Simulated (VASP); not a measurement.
# H15C2N3: single point with PBE+D3(BJ)

H15C2N3:

```
C H N
1.0
     7.21893    0.00000    0.00000
     0.00000    7.21893    0.00000
     0.00000    0.00000    7.21893
C H N
4 30 6
Direct
  0.83799 0.76446 0.82067
  0.75399 0.65675 0.98066
  0.46990 0.46130 0.58484
  0.44313 0.64034 0.47738
  0.76689 0.88848 0.80547
  0.97931 0.81472 0.85830
  0.86867 0.70019 0.68990
  0.86473 0.60519 0.08237
  0.66180 0.73838 0.06676
  0.68295 0.52710 0.94196
  0.41750 0.45611 0.73219
  0.37504 0.34656 0.52511
  0.61875 0.41380 0.55231
  0.43045 0.60458 0.32074
  0.31919 0.71681 0.52315
  0.57255 0.71792 0.48158
  0.22808 0.02191 0.72901
  0.37891 0.16421 0.80325
  0.44404 0.94933 0.73098
  0.89271 0.00788 0.37263
  0.85653 0.09868 0.58661
  0.74406 0.92255 0.52970
  0.63055 0.30070 0.12581
  0.57219 0.13843 0.27958
  0.48708 0.13793 0.05583
  0.90997 0.38646 0.42588
  0.93205 0.61893 0.41498
  0.10328 0.48432 0.43695
  0.95820 0.35478 0.82176
  0.90146 0.14869 0.92588
  0.09153 0.26032 0.97260
  0.18403 0.97930 0.07547
  0.26029 0.00216 0.28184
  0.23751 0.79693 0.22031
  0.35252 0.02523 0.79775
  0.79078 0.04585 0.47108
  0.52440 0.21142 0.16368
  0.96948 0.49606 0.47990
  0.00393 0.22855 0.86445
  0.17381 0.92212 0.20076
```

```yaml
Program: VASP 6.6.1
Task: single point
Functional: PBE
Dispersion: D3(BJ)
Potentials_or_basis: VASP PAW PBE potentials, release 64 (C, H, N)
Cutoff: 520 eV
k_mesh: 1 × 1 × 1
Occupations: fermi-dirac, width 0.05 eV
Spin: no spin polarisation
Dipole_correction: no
Further_INCAR_settings: LREAL = Auto; ALGO = Normal; EDIFF = 1e-06; NBANDS = 64
```

```json
{
  "Pressure": "-0.2 GPa",
  "Largest force": "2.917 eV/Å",
  "Band gap on the k mesh": "3.91 eV",
  "Dispersion energy per atom": "-0.038 eV"
}
```

Forces in eV/Å, atoms in the order of the input:
```
C    2.026 -0.258  1.386
C    1.277 -1.616  0.960
C   -0.460 -2.216 -0.841
C   -0.285 -0.733 -1.472
H   -1.352  1.756 -0.543
H   -0.311 -0.179  0.181
H   -0.533 -0.824 -0.392
H   -0.663  0.472 -0.835
H   -0.399  0.325  0.005
H   -0.174  0.335 -0.245
H    1.086  0.626 -0.550
H    0.996  1.003  0.183
H   -1.498  0.110  1.137
H   -0.081  0.295  1.509
H    0.316  0.204 -0.145
H   -0.172  0.620  0.289
H    0.175 -0.158  0.185
H    0.541 -0.324 -0.369
H    1.231 -0.376 -0.854
H   -0.544  0.233  0.891
H    0.292  0.254 -0.530
H    0.108  0.501 -0.756
H   -0.568 -0.499  0.195
H   -0.147  0.188 -0.969
H   -0.358 -1.428 -1.150
H   -1.310 -1.215 -0.922
H   -0.334 -0.871  0.071
H    0.330 -0.138  0.256
H   -0.536 -0.018 -0.212
H    0.168  0.721 -0.357
H   -0.027 -0.182 -0.229
H    0.510 -0.411 -1.230
H   -0.456  0.231 -0.133
H   -0.278 -0.038 -1.010
N   -1.826  0.827  0.841
N    0.386 -0.854  0.133
N    1.174  1.769  2.000
N    1.415  2.093  0.252
N    0.229 -0.381  0.787
N    0.052  0.155  2.483
```

Stress tensor (GPa, compression positive):
```
-0.92 -0.61  0.78
-0.61  1.14  1.09
 0.78  1.09 -0.94
```

Levels at points of the mesh, in eV from the valence-band top:
| k point | band 35 | band 36 | band 37 | band 38 | band 39 | band 40 | band 41 | band 42 |
| --- | --- | --- | --- | --- | --- | --- | --- | --- |
| (0.00, 0.00, 0.00) | -0.83 | -0.67 | -0.32 | 0.00 | 3.91 | 5.86 | 6.07 | 6.24 |

It took 85 s on 1 thread of AMD EPYC 7R13 Processor (Zen 3) (shared host), peak memory 0.32 GiB.

Caveat: the k points lie up to 0.87 Å⁻¹ apart.
